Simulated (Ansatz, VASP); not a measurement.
Two plane-wave programs on SnSe2

```xyz
3
Lattice="3.6586 0.0000 0.0000 -1.8293 3.1684 0.0000 0.0000 0.0000 6.6280" Properties=species:S:1:pos:R:3 pbc="T T T"
Sn    0.0000    0.0000    0.0000
Se    0.0000    2.1123    1.6570
Se    1.8293    1.0561    4.9710
```

Change from the starting cell: strain -0.040 along x and y, +0.080 along z, atoms carried along.

Alike in both runs: task single point; functional PBE; dispersion D3(BJ); k mesh 9 × 9 × 6; occupations gaussian, width 0.05 eV; no spin polarisation.

|  | VASP | Ansatz |
| --- | --- | --- |
| version | VASP 6.6.1 | Ansatz 0.2.0 |
| potentials or method | VASP PAW PBE potentials, release 64 (Sn_d, Se), cutoff 520 eV | scalar-relativistic, plane waves, PAW |
| valence electrons in the cell | 26 | 46 |

Ansatz gave:

| Quantity | Value |
| --- | --- |
| gap on the k mesh at the Fermi level (eV) | 0.33 |
| least direct gap on the mesh (eV) | 0.99 |
| pressure (GPa) | 3.6 |
| traceless stress, the component that is largest in VASP (GPa) | -4.82 |
| rms of the force components (eV/Å) | 0.009 |

Question: What did VASP give for the same quantities?

Answer: gap on the k mesh at the Fermi level (eV): 0.33; least direct gap on the mesh (eV): 0.98; pressure (GPa): 3.7; traceless stress, the component that is largest in VASP (GPa): -4.79; rms of the force components (eV/Å): 0.017.

Atom by atom the forces differ by 0.008 eV/Å (rms over components). VASP's potentials hold 26 valence electrons a cell and Ansatz's 46, so a difference there can come from the potentials and not from the codes.
